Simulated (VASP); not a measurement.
# Sb (Fm-3m) in VASP: further runs, part 2 of 2

VASP 6.6.1. The steps go on from the part before.

## (4) Electric field gradients, PBE (volume scaled by 0.95)

File INCAR:

```
SYSTEM = Sb
  PREC = Accurate
  ENCUT = 520
  EDIFF = 1E-8
  ISMEAR = -1
  SIGMA = 0.05
  LREAL = .FALSE.
  LASPH = .TRUE.
  NELM = 80
  ALGO = Normal
  ISIF = 2
  LWAVE = .FALSE.
  LCHARG = .FALSE.
  GGA = PE
  LEFG = .TRUE.
  NBANDS = 8
```

File KPOINTS:

```
Automatic mesh
0
G
  12 12 12
  0 0 0
```

File POSCAR:

```
Sb
1.0
    0.0000000000      2.2659246546      2.2659246546
    2.2659246546      0.0000000000      2.2659246546
    2.2659246546      2.2659246546      0.0000000000
Sb
1
Direct
    0.0000000000      0.0000000000      0.0000000000
```

Potentials or basis: VASP PAW PBE potentials, release 64 (Sb).

The run is started by

```bash
cat potpaw_PBE.64/Sb/POTCAR > POTCAR
mpirun -np 1 vasp_std > vasp.out
```

OUTCAR:

```text
SYSTEM = Sb
   PREC = Accurate
   ENCUT = 520
   EDIFF = 1E-8
   ISMEAR = -1
   LREAL = .FALSE.
   LASPH = .TRUE.
   NELM = 80
   ISIF = 2
   GGA = PE

 ion  position               nearest neighbor table
   1  0.000  0.000  0.000-

  LATTYP: Found a face centered cubic cell.
 ALAT       =     4.5318493092

  Lattice vectors:

 A1 = (   0.0000000000,   2.2659246546,   2.2659246546)
 A2 = (   2.2659246546,   0.0000000000,   2.2659246546)
 A3 = (   2.2659246546,   2.2659246546,   0.0000000000)

[... 467 lines left out ...]
    total drift:                                0.000000      0.000000     -0.000000

  FREE ENERGIE OF THE ION-ELECTRON SYSTEM (eV)
  ---------------------------------------------------
  free  energy   TOTEN  =        -3.6649368731 eV

  energy  without entropy=       -3.6601618301  energy(sigma->0) =       -3.66254935

 Electric field gradients (V/A^2)
---------------------------------------------------------------------
 ion       V_xx      V_yy      V_zz      V_xy      V_xz      V_yz
---------------------------------------------------------------------
   1       0.000    -0.000    -0.000     0.000     0.000     0.000
---------------------------------------------------------------------

 Electric field gradients after diagonalization (V/A^2)
 (convention: |V_zz| > |V_xx| > |V_yy|)
----------------------------------------------------------------------
 ion       V_xx      V_yy      V_zz     asymmetry (V_yy - V_xx)/ V_zz
----------------------------------------------------------------------
   1      -0.000    -0.000     0.000       0.000
----------------------------------------------------------------------

           NMR quadrupolar parameters

 Cq : quadrupolar parameter    Cq=e*Q*V_zz/h
 eta: asymmetry parameters     (V_yy - V_xx)/ V_zz
 Q  : nuclear electric quadrupole moment in mb (millibarn)
----------------------------------------------------------------------
 ion       Cq(MHz)       eta       Q (mb)
----------------------------------------------------------------------
   1       0.000       0.000       1.000
----------------------------------------------------------------------
```

stdout:

```text
POSCAR found type information on POSCAR Sb
 POSCAR found :  1 types and       1 ions
 scaLAPACK will be used
 LDA part: xc-table for (Slater+PW92), standard interpolation
 POSCAR, INCAR and KPOINTS ok, starting setup
 FFT: planning ... GRIDC
 FFT: planning ... GRID_SOFT
 FFT: planning ... GRID
 WAVECAR not read
 entering main loop
ion   1
```

Wall time 5.2 s (1 thread of Intel Xeon Platinum 8488C (Sapphire Rapids), shared host); peak memory 0.14 GiB.

Results:

```yaml
Free_energy: -3.6649 eV
Pressure: 14.0 GPa
```

Caveat: the cell differs from its parent crystal (volume scaled by 0.95); without QUAD_EFG the Cq values of the log hold for a quadrupole moment of 1 mb, not for the nuclei; spin-orbit coupling is left out, which moves the levels of the heavy elements.

## (5) Electric field gradients, PBE

This run uses another cell than the first one, of 24.49 Å³/atom, 0.980 times its volume.

File INCAR:

```
PREC     = Accurate       # precision mode
ENCUT    = 520            # plane-wave cutoff, eV
EDIFF    = 1E-8           # SCF threshold, eV
ISMEAR   = -1             # smearing method
SIGMA    = 0.05           # smearing width, eV
LREAL    = F              # projectors in reciprocal space
LASPH    = T              # aspherical terms in the spheres
NELM     = 60             # most SCF steps
ALGO     = Normal         # electronic algorithm
ISIF     = 2              # what is computed and relaxed
LWAVE    = F              # write WAVECAR
LCHARG   = F              # write CHGCAR
GGA      = PE             # functional
LEFG     = T            
NBANDS   = 8              # bands
```

File KPOINTS:

```
regular mesh
0
Gamma
  12 12 12
```

File POSCAR:

```
Sb
1.0
    0.0000000000      2.3050000000      2.3050000000
    2.3050000000      0.0000000000      2.3050000000
    2.3050000000      2.3050000000      0.0000000000
Sb
1
Direct
    0.0000000000      0.0000000000      0.0000000000
```

Potentials or basis: VASP PAW PBE potentials, release 64 (Sb).

The run is started by

```bash
cat potpaw_PBE.64/Sb/POTCAR > POTCAR
mpirun -np 1 vasp_std > vasp.out
```

OUTCAR:

```text
PREC = Accurate
   ENCUT = 520
   EDIFF = 1E-8
   ISMEAR = -1
   LREAL = F
   LASPH = T
   NELM = 60
   ISIF = 2
   GGA = PE

 ion  position               nearest neighbor table
   1  0.000  0.000  0.000-

  LATTYP: Found a face centered cubic cell.
 ALAT       =     4.6100000000

  Lattice vectors:

 A1 = (   0.0000000000,   2.3050000000,   2.3050000000)
 A2 = (   2.3050000000,   0.0000000000,   2.3050000000)
 A3 = (   2.3050000000,   2.3050000000,   0.0000000000)

Analysis of symmetry for initial positions (statically):
=====================================================================
 Subroutine PRICEL returns:
 Original cell was already a primitive cell.

 Routine SETGRP: Setting up the symmetry group for a
 face centered cubic supercell.

 Subroutine GETGRP returns: Found 48 space group operations
 (whereof 48 operations were pure point group operations)
 out of a pool of 48 trial point group operations.

The static configuration has the point symmetry O_h .

Analysis of symmetry for dynamics (positions and initial velocities):
=====================================================================
 Subroutine PRICEL returns:
 Original cell was already a primitive cell.

 Routine SETGRP: Setting up the symmetry group for a
 face centered cubic supercell.

 Subroutine GETGRP returns: Found 48 space group operations
 (whereof 48 operations were pure point group operations)
 out of a pool of 48 trial point group operations.

The dynamic configuration has the point symmetry O_h .

 Subroutine INISYM returns: Found 48 space group operations
 (whereof 48 operations are pure point group operations),
 and found     1 'primitive' translations

[... 142 lines left out ...]
 cond. band min:       9.8994089758   @ k =   0.5000   0.2500   0.0833
 fundamental gap:      0.1090886245
 Fermi energy:         9.8806038636

 k-point     1 :       0.0000    0.0000    0.0000
  band No.  band energies     occupation
      1      -3.8927      2.00000
      2      15.8641      0.00000
      3      15.8641      0.00000
      4      15.8641      0.00000
      5      20.0354      0.00000
      6      20.0867      0.00000
      7      20.0867      0.00000
      8      20.0867      0.00000
[... 243 lines left out ...]
 k-point    24 :      -0.4167    0.1667    0.0000
  band No.  band energies     occupation
      1       0.7801      2.00000
      2       4.0615      2.00000
      3      10.4056      0.00006
      4      12.9776      0.00000
      5      16.6843      0.00000
      6      20.8516      0.00000
      7      21.1885      0.00000
      8      24.2481      0.00000

 [... further k-points ...]
[... 5 lines left out ...]
  --------------------------------------------------------------------------------------
  -------------------------------------------------------------------------------------
  Total        1.3100770      1.3100770      1.3100770     -0.0000000      0.0000000      0.0000000
  in kB       85.6968046     85.6968046     85.6968046     -0.0000000      0.0000000      0.0000000
  external PRESSURE =      85.6968046 kB  Pullay stress =       0.0000000 kB

 VOLUME and BASIS-vectors are now :
 -----------------------------------------------------------------------------
  energy-cutoff  :      520.00
  volume of cell :       24.49
      direct lattice vectors                 reciprocal lattice vectors
     0.000000000  2.305000000  2.305000000    -0.216919740  0.216919740  0.216919740
     2.305000000  0.000000000  2.305000000     0.216919740 -0.216919740  0.216919740
     2.305000000  2.305000000  0.000000000     0.216919740  0.216919740 -0.216919740

 POSITION                                       TOTAL-FORCE (eV/Angst)
 -----------------------------------------------------------------------------------
      0.00000      0.00000      0.00000         0.000000      0.000000      0.000000
 -----------------------------------------------------------------------------------
    total drift:                                0.000000     -0.000000     -0.000000

  FREE ENERGIE OF THE ION-ELECTRON SYSTEM (eV)
  ---------------------------------------------------
  free  energy   TOTEN  =        -3.7501402797 eV

  energy  without entropy=       -3.7437903620  energy(sigma->0) =       -3.74696532

 Electric field gradients (V/A^2)
---------------------------------------------------------------------
 ion       V_xx      V_yy      V_zz      V_xy      V_xz      V_yz
---------------------------------------------------------------------
   1       0.000    -0.000     0.000     0.000     0.000     0.000
---------------------------------------------------------------------

 Electric field gradients after diagonalization (V/A^2)
 (convention: |V_zz| > |V_xx| > |V_yy|)
----------------------------------------------------------------------
 ion       V_xx      V_yy      V_zz     asymmetry (V_yy - V_xx)/ V_zz
----------------------------------------------------------------------
   1      -0.000    -0.000     0.000       0.000
----------------------------------------------------------------------

           NMR quadrupolar parameters

 Cq : quadrupolar parameter    Cq=e*Q*V_zz/h
 eta: asymmetry parameters     (V_yy - V_xx)/ V_zz
 Q  : nuclear electric quadrupole moment in mb (millibarn)
----------------------------------------------------------------------
 ion       Cq(MHz)       eta       Q (mb)
----------------------------------------------------------------------
   1       0.000       0.000       1.000
----------------------------------------------------------------------
```

Wall time 6.1 s (1 thread of Intel Xeon Platinum 8488C (Sapphire Rapids), shared host); peak memory 0.14 GiB.

What came out:

| Property | Result |
| --- | --- |
| Free energy | -3.7501 eV |
| Pressure | 8.6 GPa |

Caveat: without QUAD_EFG the Cq values of the log hold for a quadrupole moment of 1 mb, not for the nuclei; spin-orbit coupling is left out, which moves the levels of the heavy elements.

## (6) The runs side by side

```tsv
cell	gap on the mesh (eV)	pressure (GPa)
a = 3.281 Å, angles 60.0°, 1 atom	none	6.8
a = 3.205 Å, angles 60.0°, 1 atom	none	14.0
a = 3.260 Å, angles 60.0°, 1 atom	none	8.6
```

Alike in all rows: task electric field gradients; level PBE; potentials or basis VASP PAW PBE potentials, release 64 (Sb); no spin polarisation; k mesh 12 × 12 × 12; cutoff (eV) 520; smearing fermi-dirac 0.05 eV.

Caveats: spin-orbit coupling is left out, which moves the levels of the heavy elements.

Total energies depend on the potentials used, so only differences within one code and one set of settings carry meaning.
